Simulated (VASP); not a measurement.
# Zn4SO3 in VASP: a series of runs

Zn4SO3 is run at these levels: PBE; tasks: single point.

All numbers are computed with VASP 6.6.1; they aren't measurements. Logs are shortened: lines on timing, memory, paths and dates and some standing lists are left out, and cuts for length are marked.

## (1) The cell of the first run

It takes space group P3m1 (No. 156, trigonal). The conventional cell has a = 3.424 Å, b = 3.424 Å, c = 11.101 Å, α = 90.00°, β = 90.00°, γ = 120.00°. Within 2.6 Å of Zn (site symmetry 3m) lie 1 O at 1.99 Å and 3 S at 2.25 Å. Within 2.7 Å of Zn (site symmetry 3m) lie 4 O at 2.00 to 2.05 Å. Within 2.6 Å of Zn (site symmetry 3m) lie 4 O at 2.00 to 2.06 Å. Zn (site symmetry 3m) has 3 O at 2.06 Å and 1 S at 2.36 Å within 2.7 Å. Within 3.0 Å of S (site symmetry 3m) lie 4 Zn at 2.25 to 2.36 Å. Within 2.6 Å of O (site symmetry 3m) lie 4 Zn at 1.99 to 2.06 Å. Within 2.7 Å of O (site symmetry 3m) lie 4 Zn at 2.00 to 2.06 Å. Within 2.6 Å of O (site symmetry 3m) lie 4 Zn at 2.00 to 2.05 Å.

## (2) Single point, PBE

INCAR

```
SYSTEM = Zn4SO3
PREC     = Accurate       ! precision mode
ENCUT    = 520            ! plane-wave cutoff, eV
EDIFF    = 1E-6           ! SCF threshold, eV
ISMEAR   = 0              ! smearing method
SIGMA    = 0.1            ! smearing width, eV
LREAL    = .FALSE.        ! projectors in reciprocal space
LASPH    = .TRUE.         ! aspherical terms in the spheres
NELM     = 80             ! most SCF steps
ALGO     = Normal         ! electronic algorithm
ISIF     = 2              ! what is computed and relaxed
LWAVE    = .FALSE.        ! write WAVECAR
LCHARG   = .FALSE.        ! write CHGCAR
GGA      = PE             ! functional
NBANDS   = 46             ! bands
```

KPOINTS

```
Automatic mesh
0
G
  6 6 2
  0 0 0
```

POSCAR

```
Zn4SO3
1.0
    3.4236972000      0.0000000000      0.0000000000
   -1.7118486000      2.9650087000      0.0000000000
    0.0000000000      0.0000000000     11.1011806000
Zn S O
4 1 3
Direct
    0.6666667000      0.3333333000      0.0320510000
    0.6666667000      0.3333333000      0.4917760000
    0.0000000000      0.0000000000      0.2620520000
    0.0000000000      0.0000000000      0.7232950000
    0.0000000000      0.0000000000      0.9356130000
    0.6666667000      0.3333333000      0.2112260000
    0.6666667000      0.3333333000      0.6720480000
    0.0000000000      0.0000000000      0.4419390000
```

Potentials or basis: VASP PAW PBE potentials, release 64 (Zn, S, O).

Command:

```
cat potpaw_PBE.64/Zn/POTCAR potpaw_PBE.64/S/POTCAR potpaw_PBE.64/O/POTCAR > POTCAR
mpirun -np 1 vasp_std > vasp.out
```

OUTCAR:

```text
SYSTEM = Zn4SO3
   PREC = Accurate
   ENCUT = 520
   EDIFF = 1E-6
   ISMEAR = 0
   LREAL = .FALSE.
   LASPH = .TRUE.
   NELM = 80
   ISIF = 2
   GGA = PE

 ion  position               nearest neighbor table
   1  0.667  0.333  0.032-   6 1.99   5 2.25   5 2.25   5 2.25
   2  0.667  0.333  0.492-   7 2.00   8 2.05   8 2.05   8 2.05
   3  0.000  0.000  0.262-   8 2.00   6 2.06   6 2.06   6 2.06
   4  0.000  0.000  0.723-   7 2.06   7 2.06   7 2.06   5 2.36
   5  0.000  0.000  0.936-   1 2.25   1 2.25   1 2.25   4 2.36
   6  0.667  0.333  0.211-   1 1.99   3 2.06   3 2.06   3 2.06
   7  0.667  0.333  0.672-   2 2.00   4 2.06   4 2.06   4 2.06
   8  0.000  0.000  0.442-   3 2.00   2 2.05   2 2.05   2 2.05

  LATTYP: Found a hexagonal cell.
 ALAT       =     3.4236972000
 C/A-ratio  =     3.2424539764

  Lattice vectors:

 A1 = (   3.4236972000,   0.0000000000,   0.0000000000)
 A2 = (  -1.7118486000,   2.9650087000,   0.0000000000)
 A3 = (   0.0000000000,   0.0000000000,  11.1011806000)

Analysis of symmetry for initial positions (statically):
=====================================================================
 Subroutine PRICEL returns:
 Original cell was already a primitive cell.

 Routine SETGRP: Setting up the symmetry group for a
 hexagonal supercell.

 Subroutine GETGRP returns: Found  6 space group operations
 (whereof  6 operations were pure point group operations)
 out of a pool of 24 trial point group operations.

The static configuration has the point symmetry C_3v.

Analysis of symmetry for dynamics (positions and initial velocities):
=====================================================================
 Subroutine PRICEL returns:
 Original cell was already a primitive cell.

 Routine SETGRP: Setting up the symmetry group for a
 hexagonal supercell.

 Subroutine GETGRP returns: Found  6 space group operations
 (whereof  6 operations were pure point group operations)
 out of a pool of 24 trial point group operations.

The dynamic configuration has the point symmetry C_3v.

 Subroutine INISYM returns: Found  6 space group operations
 (whereof  6 operations are pure point group operations),
 and found     1 'primitive' translations

----------------------------------------------------------------------------------------

                                     Primitive cell

  volume of cell :     112.6913

  direct lattice vectors                    reciprocal lattice vectors
     3.423697200  0.000000000  0.000000000     0.292081905  0.168633569  0.000000000
    -1.711848600  2.965008700  0.000000000     0.000000000  0.337267139  0.000000000
     0.000000000  0.000000000 11.101180600     0.000000000  0.000000000  0.090080509

  length of vectors
     3.423697200  3.423697157 11.101180600     0.337267134  0.337267139  0.090080509

  position of ions in fractional coordinates (direct lattice)
     0.666666700  0.333333300  0.032051000
     0.666666700  0.333333300  0.491776000
     0.000000000  0.000000000  0.262052000
     0.000000000  0.000000000  0.723295000
     0.000000000  0.000000000  0.935613000
     0.666666700  0.333333300  0.211226000
     0.666666700  0.333333300  0.672048000
     0.000000000  0.000000000  0.441939000

  ion indices of the primitive-cell ions
   primitive index   ion index
                 1           1
                 2           2
                 3           3
                 4           4
                 5           5
                 6           6
                 7           7
                 8           8

----------------------------------------------------------------------------------------

 KPOINTS: Automatic mesh

Automatic generation of k-mesh.
 Grid dimensions read from file:
 generate k-points for:    6    6    2

 Generating k-lattice:

  Cartesian coordinates                     Fractional coordinates (reciprocal lattice)
     0.048680317  0.028105595  0.000000000     0.166666667 -0.000000000  0.000000000
     0.000000000  0.056211190  0.000000000     0.000000000  0.166666667  0.000000000
     0.000000000  0.000000000  0.045040255     0.000000000  0.000000000  0.500000000

  Length of vectors
     0.056211189  0.056211190  0.045040255

  Shift w.r.t. Gamma in fractional coordinates (k-lattice)
     0.000000000  0.000000000  0.000000000

 Subroutine IBZKPT returns following result:
 ===========================================

 Found     14 irreducible k-points:

 Following reciprocal coordinates:
            Coordinates               Weight
  0.000000  0.000000  0.000000      1.000000
  0.166667  0.000000  0.000000      6.000000
  0.333333  0.000000  0.000000      6.000000
  0.500000  0.000000  0.000000      3.000000
  0.166667  0.166667  0.000000      6.000000
  0.333333  0.166667  0.000000     12.000000
  0.333333  0.333333  0.000000      2.000000
  0.000000  0.000000  0.500000      1.000000
  0.166667  0.000000  0.500000      6.000000
  0.333333  0.000000  0.500000      6.000000
  0.500000  0.000000  0.500000      3.000000
  0.166667  0.166667  0.500000      6.000000
  0.333333  0.166667  0.500000     12.000000
  0.333333  0.333333  0.500000      2.000000
   k-points           NKPTS =     14   k-points in BZ     NKDIM =     14   number of bands    NBANDS=     46
   number of dos      NEDOS =    301   number of ions     NIONS =      8
   total plane-waves  NPLWV =  65856
   dimension x,y,z NGX =    28 NGY =   28 NGZ =   84
   dimension x,y,z NGXF=    56 NGYF=   56 NGZF=  168
   ions per type =               4   1   3
   NGX,Y,Z   is equivalent  to a cutoff of  13.60, 13.60, 12.58 a.u.
   NGXF,Y,Z  is equivalent  to a cutoff of  27.19, 27.19, 25.16 a.u.
 SYSTEM =  Zn4SO3
   PREC   = accura    normal or accurate (medium, high low for compatibility)
   ISTART =      0    job   : 0-new  1-cont  2-samecut
   ICHARG =      2    charge: 1-file 2-atom 10-const
   ISPIN  =      1    spin polarized calculation?
   LNONCOLLINEAR =      F non collinear calculations
   LSORBIT =      F    spin-orbit coupling
   LASPH  =      T    aspherical Exc in radial PAW
   ENCUT  =  520.0 eV  38.22 Ry    6.18 a.u.   6.37  6.37 20.64*2*pi/ulx,y,z
   NELM   =     80;   NELMIN=  2; NELMDL= -5     # of ELM steps
   EDIFF  = 0.1E-05   stopping-criterion for ELM
   LREAL  =      F    real-space projection
   EDIFFG = 0.1E-04   stopping-criterion for IOM
   NSW    =      0    number of steps for IOM
   IBRION =     -1    ionic relax: 0-MD 1-quasi-New 2-CG
   NFREE  =      0    steps in history (QN), initial steepest desc. (CG)
   ISIF   =      2    stress and relaxation
   ISYM   =      2    0-nonsym 1-usesym 2-fastsym
   POTIM  = 0.5000    time-step for ionic-motion
   TEBEG  =    0.0;   TEEND  =   0.0 temperature during run
   PSTRESS=    0.0 pullay stress
   NELECT =      72.0000    total number of electrons
   NUPDOWN=      -1.0000    fix difference up-down
   EMIN   =  10.00;   EMAX   =-10.00  energy-range for DOS
   EFERMI =   0.00;   METHOD = LEGACY
   ISMEAR =     0;   SIGMA  =   0.10  broadening in eV -4-tet -1-fermi 0-gaus
   EFERMI_NEDOS =   21; number of points for ismear=-14 and -15
   IALGO  =     38    algorithm
   IMIX   =      4    mixing-type and parameters
     AMIX     =   0.40;   BMIX     =  1.00
     AMIX_MAG =   1.60;   BMIX_MAG =  1.00
  volume/ion in A,a.u.               =      14.09        95.06
  Fermi-wavevector in a.u.,A,eV,Ry     =   1.410010  2.664532 27.050123  1.988128
  Thomas-Fermi vector in A             =   2.532007
   LORBIT       =      0    0 simple, 1 ext, 2 COOP (PROOUT), +10 PAW based schemes
   GGA     = PE    functional components
   LHFCALC =     F    Hartree Fock is set to
   AEXX    =    0.0000 exact exchange contribution
   IVDW    =     0    specifies the selected vdW correction
   LEPSILON=     F    determine dielectric tensor
   LRPA    =     F    only Hartree local field effects (RPA)
 non-spin polarized calculation
 Gauss-broadening in eV      SIGMA  =   0.10
  energy-cutoff  :      520.00
  volume of cell :      112.69
 maximum number of plane-waves:      3061
 NGX is ok and might be reduce to    28
   NGX = 13   NGY = 13   NGZ = 41

 number of electron      71.9999993 magnetization

 Free energy of the ion-electron system (eV)
  ---------------------------------------------------
  ext. energy  EPLUGINS =         0.00000000
  ---------------------------------------------------
  free energy    TOTEN  =       -32.88904002 eV

  energy without entropy =      -32.88653525  energy(sigma->0) =      -32.88778764

 E-fermi :   2.6272     XC(G=0): -10.4043

 val. band max:        2.5797046177   @ k =   0.0000   0.0000   0.0000
 cond. band min:       2.8452855405   @ k =   0.0000   0.0000   0.5000
 fundamental gap:      0.2655809228
 Fermi energy:         2.6272083807

 k-point     1 :       0.0000    0.0000    0.0000
  band No.  band energies     occupation
      1     -16.4527      2.00000
      2     -16.1435      2.00000
      3     -15.8364      2.00000
      4     -11.3246      2.00000
      5      -4.6662      2.00000
      6      -4.5396      2.00000
[... 38 lines left out ...]
     45      11.5202      0.00000
     46      12.5195      0.00000

 k-point     2 :       0.1667    0.0000    0.0000
  band No.  band energies     occupation
      1     -16.3543      2.00000
      2     -16.0647      2.00000
      3     -15.7816      2.00000
      4     -11.0789      2.00000
      5      -4.6786      2.00000
      6      -4.6014      2.00000
[... 38 lines left out ...]
     45      10.9888      0.00000
     46      11.2787      0.00000

 k-point     3 :       0.3333    0.0000    0.0000
  band No.  band energies     occupation
      1     -16.1452      2.00000
      2     -15.9020      2.00000
      3     -15.6765      2.00000
      4     -10.5056      2.00000
      5      -4.7246      2.00000
      6      -4.6728      2.00000
[... 528 lines left out ...]
     45      10.0138      0.00000
     46      10.6461      0.00000

 k-point    14 :       0.3333    0.3333    0.5000
  band No.  band energies     occupation
      1     -15.9795      2.00000
      2     -15.7767      2.00000
      3     -15.6060      2.00000
      4      -9.9991      2.00000
      5      -4.5556      2.00000
      6      -4.4806      2.00000
[... 38 lines left out ...]
     45       9.7956      0.00000
     46      10.1162      0.00000

------------------------ aborting loop because EDIFF is reached ----------------------------------------

  FORCE on cell =-STRESS in cart. coord.  units (eV):
  Direction    XX          YY          ZZ          XY          YZ          ZX
  --------------------------------------------------------------------------------------
  -------------------------------------------------------------------------------------
  Total        0.3773225      0.3773225      0.4358716     -0.0000000     -0.0000000      0.0000000
  in kB        5.3645439      5.3645438      6.1969599     -0.0000000     -0.0000000      0.0000000
  external PRESSURE =       5.6420159 kB  Pullay stress =       0.0000000 kB

 VOLUME and BASIS-vectors are now :
 -----------------------------------------------------------------------------
  energy-cutoff  :      520.00
  volume of cell :      112.69
      direct lattice vectors                 reciprocal lattice vectors
     3.423697200  0.000000000  0.000000000     0.292081905  0.168633569  0.000000000
    -1.711848600  2.965008700  0.000000000     0.000000000  0.337267139  0.000000000
     0.000000000  0.000000000 11.101180600     0.000000000  0.000000000  0.090080509

 POSITION                                       TOTAL-FORCE (eV/Angst)
 -----------------------------------------------------------------------------------
      1.71185      0.98834      0.35580        -0.000000      0.000000     -0.065290
      1.71185      0.98834      5.45929         0.000000     -0.000000     -0.011797
      0.00000      0.00000      2.90909         0.000000     -0.000000     -0.032932
      0.00000      0.00000      8.02943        -0.000000      0.000000      0.042093
      0.00000      0.00000     10.38641        -0.000000     -0.000000     -0.004075
      1.71185      0.98834      2.34486         0.000000     -0.000000      0.037298
      1.71185      0.98834      7.46053        -0.000000     -0.000000      0.014375
      0.00000      0.00000      4.90604        -0.000000     -0.000000      0.020327
 -----------------------------------------------------------------------------------
    total drift:                               -0.000445      0.000255      0.000309

  FREE ENERGIE OF THE ION-ELECTRON SYSTEM (eV)
  ---------------------------------------------------
  free  energy   TOTEN  =       -32.8890400240 eV

  energy  without entropy=      -32.8865352475  energy(sigma->0) =      -32.88778764
```

Wall time 45 s (1 thread of Intel Xeon 6975P-C (Granite Rapids), shared host); peak memory 0.26 GiB.

Results:

* Free energy: -32.8890 eV
* Pressure: 0.6 GPa
* Largest force: 0.065 eV/Å
* Band gap on the k mesh: zero (filled and empty bands touch)

Forces on the atoms (eV/Å):
```
Zn   0.000  0.000 -0.065
Zn   0.000  0.000 -0.012
Zn   0.000  0.000 -0.033
Zn   0.000  0.000  0.042
S    0.000  0.000 -0.004
O    0.000  0.000  0.037
O    0.000  0.000  0.014
O    0.000  0.000  0.020
```

Stress tensor (GPa, compression positive):
```
0.54 0.00 0.00
0.00 0.54 0.00
0.00 0.00 0.62
```

[end of part 1 of 2]
